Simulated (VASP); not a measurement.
# Hf (Fd-3m) in VASP: a series of runs

The runs below take Hf through single point, relaxation of cell and atoms, with PBE.

All numbers are computed with VASP 6.6.1; they aren't measurements. Logs are shortened: lines on timing, memory, paths and dates and some standing lists are left out, and cuts for length are marked.

### Step 1. The cell of the first run

The structure is cubic, space group Fd-3m (No. 227). The conventional cell has a = 6.637 Å, b = 6.637 Å, c = 6.637 Å, α = 90.00°, β = 90.00°, γ = 90.00°. Within 3.8 Å of Hf (site symmetry -43m) lie 4 Hf at 2.87 Å.

### Step 2. Single point, PBE (volume scaled by 1.04)

INCAR reads:

```
SYSTEM = Hf
PREC = Accurate
ENCUT = 520
EDIFF = 1E-6
ISMEAR = -1
SIGMA = 0.1
LREAL = .False.
LASPH = .True.
NELM = 100
ALGO = Normal
ISIF = 2
LWAVE = .False.
LCHARG = .False.
GGA = PE
NBANDS = 17
```

KPOINTS reads:

```
regular mesh
0
Gamma
  9 9 9
  0 0 0
```

POSCAR reads:

```
Hf
1.0
    0.0000000000      3.3186305724      3.3186305724
    3.3186305724      0.0000000000      3.3186305724
    3.3186305724      3.3186305724      0.0000000000
Hf
2
Direct
    0.1250000000      0.1250000000      0.1250000000
    0.8750000000      0.8750000000      0.8750000000
```

Potentials or basis: VASP PAW PBE potentials, release 64 (Hf_pv).

Command:

```sh
$ cat potpaw_PBE.64/Hf_pv/POTCAR > POTCAR
$ mpirun -np 1 vasp_std > vasp.out
```

OUTCAR:

```text
SYSTEM = Hf
   PREC = Accurate
   ENCUT = 520
   EDIFF = 1E-6
   ISMEAR = -1
   LREAL = .False.
   LASPH = .True.
   NELM = 100
   ISIF = 2
   GGA = PE

 ion  position               nearest neighbor table
   1  0.125  0.125  0.125-   2 2.87   2 2.87   2 2.87   2 2.87
   2  0.875  0.875  0.875-   1 2.87   1 2.87   1 2.87   1 2.87

  LATTYP: Found a face centered cubic cell.
 ALAT       =     6.6372611448

  Lattice vectors:

 A1 = (   0.0000000000,   3.3186305724,   3.3186305724)
 A2 = (   3.3186305724,   0.0000000000,   3.3186305724)
 A3 = (   3.3186305724,   3.3186305724,   0.0000000000)

Analysis of symmetry for initial positions (statically):
=====================================================================
 Subroutine PRICEL returns:
 Original cell was already a primitive cell.

 Routine SETGRP: Setting up the symmetry group for a
 face centered cubic supercell.

 Subroutine GETGRP returns: Found 48 space group operations
 (whereof 12 operations were pure point group operations)
 out of a pool of 48 trial point group operations.

The static configuration has the point symmetry D_3d.
 The point group associated with its full space group is O_h .

Analysis of symmetry for dynamics (positions and initial velocities):
=====================================================================
 Subroutine PRICEL returns:
 Original cell was already a primitive cell.

 Routine SETGRP: Setting up the symmetry group for a
 face centered cubic supercell.

 Subroutine GETGRP returns: Found 48 space group operations
 (whereof 12 operations were pure point group operations)
 out of a pool of 48 trial point group operations.

The dynamic configuration has the point symmetry D_3d.
 The point group associated with its full space group is O_h .

 Subroutine INISYM returns: Found 48 space group operations
 (whereof 12 operations are pure point group operations),
 and found     1 'primitive' translations

----------------------------------------------------------------------------------------

                                     Primitive cell

  volume of cell :      73.0982

  direct lattice vectors                    reciprocal lattice vectors
     0.000000000  3.318630572  3.318630572    -0.150664555  0.150664555  0.150664555
     3.318630572  0.000000000  3.318630572     0.150664555 -0.150664555  0.150664555
     3.318630572  3.318630572  0.000000000     0.150664555  0.150664555 -0.150664555

  length of vectors
     4.693252364  4.693252364  4.693252364     0.260958665  0.260958665  0.260958665

  position of ions in fractional coordinates (direct lattice)
     0.125000000  0.125000000  0.125000000
     0.875000000  0.875000000  0.875000000

  ion indices of the primitive-cell ions
   primitive index   ion index
                 1           1
                 2           2

----------------------------------------------------------------------------------------

 KPOINTS: regular mesh

Automatic generation of k-mesh.
 Grid dimensions read from file:
 generate k-points for:    9    9    9

 Generating k-lattice:

  Cartesian coordinates                     Fractional coordinates (reciprocal lattice)
    -0.016740506  0.016740506  0.016740506     0.111111111  0.000000000  0.000000000
     0.016740506 -0.016740506  0.016740506     0.000000000  0.111111111  0.000000000
     0.016740506  0.016740506 -0.016740506     0.000000000  0.000000000  0.111111111

  Length of vectors
     0.028995407  0.028995407  0.028995407

  Shift w.r.t. Gamma in fractional coordinates (k-lattice)
     0.000000000  0.000000000  0.000000000

 Subroutine IBZKPT returns following result:
 ===========================================

 Found     35 irreducible k-points:

 Following reciprocal coordinates:
            Coordinates               Weight
  0.000000  0.000000  0.000000      1.000000
  0.111111  0.000000  0.000000      8.000000
  0.222222  0.000000  0.000000      8.000000
  0.333333  0.000000  0.000000      8.000000
  0.444444  0.000000  0.000000      8.000000
  0.111111  0.111111  0.000000      6.000000
[... 16 lines left out ...]
 -0.333333  0.333333  0.000000     12.000000
  0.444444  0.444444  0.000000      6.000000
 [... further k-points ...]
   k-points           NKPTS =     35   k-points in BZ     NKDIM =     35   number of bands    NBANDS=     17
   number of dos      NEDOS =    301   number of ions     NIONS =      2
   total plane-waves  NPLWV =  46656
   dimension x,y,z NGX =    36 NGY =   36 NGZ =   36
   dimension x,y,z NGXF=    72 NGYF=   72 NGZF=   72
   ions per type =               2
   NGX,Y,Z   is equivalent  to a cutoff of  12.75, 12.75, 12.75 a.u.
   NGXF,Y,Z  is equivalent  to a cutoff of  25.50, 25.50, 25.50 a.u.
 SYSTEM =  Hf
   PREC   = accura    normal or accurate (medium, high low for compatibility)
   ISTART =      0    job   : 0-new  1-cont  2-samecut
   ICHARG =      2    charge: 1-file 2-atom 10-const
   ISPIN  =      1    spin polarized calculation?
   LNONCOLLINEAR =      F non collinear calculations
   LSORBIT =      F    spin-orbit coupling
   LASPH  =      T    aspherical Exc in radial PAW
   ENCUT  =  520.0 eV  38.22 Ry    6.18 a.u.   8.73  8.73  8.73*2*pi/ulx,y,z
   NELM   =    100;   NELMIN=  2; NELMDL= -5     # of ELM steps
   EDIFF  = 0.1E-05   stopping-criterion for ELM
   LREAL  =      F    real-space projection
   EDIFFG = 0.1E-04   stopping-criterion for IOM
   NSW    =      0    number of steps for IOM
   IBRION =     -1    ionic relax: 0-MD 1-quasi-New 2-CG
   NFREE  =      0    steps in history (QN), initial steepest desc. (CG)
   ISIF   =      2    stress and relaxation
   ISYM   =      2    0-nonsym 1-usesym 2-fastsym
   POTIM  = 0.5000    time-step for ionic-motion
   TEBEG  =    0.0;   TEEND  =   0.0 temperature during run
   PSTRESS=    0.0 pullay stress
   NELECT =      20.0000    total number of electrons
   NUPDOWN=      -1.0000    fix difference up-down
   EMIN   =  10.00;   EMAX   =-10.00  energy-range for DOS
   EFERMI =   0.00;   METHOD = LEGACY
   ISMEAR =    -1;   SIGMA  =   0.10  broadening in eV -4-tet -1-fermi 0-gaus
   EFERMI_NEDOS =   21; number of points for ismear=-14 and -15
   IALGO  =     38    algorithm
   IMIX   =      4    mixing-type and parameters
     AMIX     =   0.40;   BMIX     =  1.00
     AMIX_MAG =   1.60;   BMIX_MAG =  1.00
  volume/ion in A,a.u.               =      36.55       246.65
  Fermi-wavevector in a.u.,A,eV,Ry     =   1.062794  2.008390 15.368215  1.129532
  Thomas-Fermi vector in A             =   2.198257
   LORBIT       =      0    0 simple, 1 ext, 2 COOP (PROOUT), +10 PAW based schemes
   GGA     = PE    functional components
   LHFCALC =     F    Hartree Fock is set to
   AEXX    =    0.0000 exact exchange contribution
   IVDW    =     0    specifies the selected vdW correction
   LEPSILON=     F    determine dielectric tensor
   LRPA    =     F    only Hartree local field effects (RPA)
 non-spin polarized calculation
  energy-cutoff  :      520.00
  volume of cell :       73.10
 maximum number of plane-waves:      2000
   NGX = 17   NGY = 17   NGZ = 17

 number of electron      20.0000001 magnetization

 Free energy of the ion-electron system (eV)
  ---------------------------------------------------
  ext. energy  EPLUGINS =         0.00000000
  ---------------------------------------------------
  free energy    TOTEN  =       -14.53951916 eV

  energy without entropy =      -14.36996639  energy(sigma->0) =      -14.45474278

 E-fermi :   1.3775     XC(G=0):  -8.9039

 val. band max:        1.3735849056   @ k =  -0.4444   0.2222   0.1111
 cond. band min:       1.3920304520   @ k =   0.3333   0.0000   0.0000
 fundamental gap:      0.0184455464
 Fermi energy:         1.3775413576

 k-point     1 :       0.0000    0.0000    0.0000
  band No.  band energies     occupation
      1     -29.6583      2.00000
      2     -29.6583      2.00000
      3     -29.6583      2.00000
      4     -29.1448      2.00000
      5     -29.1448      2.00000
      6     -29.1448      2.00000
[... 9 lines left out ...]
     16       6.7328      0.00000
     17       6.7328      0.00000

 k-point     2 :       0.1111    0.0000    0.0000
  band No.  band energies     occupation
      1     -29.6652      2.00000
      2     -29.6652      2.00000
      3     -29.6567      2.00000
      4     -29.1477      2.00000
      5     -29.1377      2.00000
      6     -29.1377      2.00000
[... 9 lines left out ...]
     16       6.6909      0.00000
     17       6.6909      0.00000

 k-point     3 :       0.2222    0.0000    0.0000
  band No.  band energies     occupation
      1     -29.6818      2.00000
      2     -29.6818      2.00000
      3     -29.6527      2.00000
      4     -29.1547      2.00000
      5     -29.1205      2.00000
      6     -29.1205      2.00000
[... 9 lines left out ...]
     16       6.5417      0.00000
     17       6.5417      0.00000

 k-point     4 :       0.3333    0.0000    0.0000
  band No.  band energies     occupation
      1     -29.6995      2.00000
      2     -29.6995      2.00000
      3     -29.6483      2.00000
      4     -29.1626      2.00000
      5     -29.1020      2.00000
      6     -29.1020      2.00000
[... 9 lines left out ...]
     16       6.2375      0.00000
     17       6.2377      0.00000
[... 343 lines left out ...]
      1     -29.7721      2.00000
      2     -29.7510      2.00000
      3     -29.4771      2.00000
      4     -29.3386      2.00000
      5     -29.0484      2.00000
      6     -29.0296      2.00000
[... 9 lines left out ...]
     16       5.6928      0.00000
     17       5.7091      0.00000

 k-point    23 :      -0.3333    0.3333    0.0000
  band No.  band energies     occupation
      1     -29.7752      2.00000
      2     -29.7389      2.00000
      3     -29.5055      2.00000
      4     -29.3083      2.00000
      5     -29.0610      2.00000
      6     -29.0277      2.00000
[... 9 lines left out ...]
     16       4.9697      0.00000
     17       6.3172      0.00000

 k-point    24 :       0.4444    0.4444    0.0000
  band No.  band energies     occupation
      1     -29.7631      2.00000
      2     -29.7631      2.00000
      3     -29.4538      2.00000
      4     -29.3652      2.00000
      5     -29.0358      2.00000
      6     -29.0358      2.00000
[... 9 lines left out ...]
     16       4.5151      0.00000
     17       6.3395      0.00000

 [... further k-points ...]
[... 5 lines left out ...]
  --------------------------------------------------------------------------------------
  -------------------------------------------------------------------------------------
  Total       -0.5952360     -0.5952360     -0.5952360     -0.0000000      0.0000000     -0.0000000
  in kB      -13.0464707    -13.0464707    -13.0464707     -0.0000000      0.0000000     -0.0000000
  external PRESSURE =     -13.0464707 kB  Pullay stress =       0.0000000 kB

 VOLUME and BASIS-vectors are now :
 -----------------------------------------------------------------------------
  energy-cutoff  :      520.00
  volume of cell :       73.10
      direct lattice vectors                 reciprocal lattice vectors
     0.000000000  3.318630572  3.318630572    -0.150664555  0.150664555  0.150664555
     3.318630572  0.000000000  3.318630572     0.150664555 -0.150664555  0.150664555
     3.318630572  3.318630572  0.000000000     0.150664555  0.150664555 -0.150664555

 POSITION                                       TOTAL-FORCE (eV/Angst)
 -----------------------------------------------------------------------------------
      0.82966      0.82966      0.82966        -0.000000     -0.000000     -0.000000
      5.80760      5.80760      5.80760         0.000000      0.000000      0.000000
 -----------------------------------------------------------------------------------
    total drift:                                0.000000      0.000000      0.000000

  FREE ENERGIE OF THE ION-ELECTRON SYSTEM (eV)
  ---------------------------------------------------
  free  energy   TOTEN  =       -14.5395191604 eV

  energy  without entropy=      -14.3699663915  energy(sigma->0) =      -14.45474278
```

Wall time 16 s (1 thread of Intel Xeon 6975P-C (Granite Rapids), shared host); peak memory 0.21 GiB.

Results:

```yaml
Free_energy: -14.5395 eV
Pressure: -1.3 GPa
Band_gap_on_the_k_mesh: zero (band 10 reaches 1.67 eV, above the bottom of band 11 at 1.13 eV)
```

Caveat: spin-orbit coupling is left out, which moves the levels of the heavy elements.

(Part 1 of 2 ends here.)
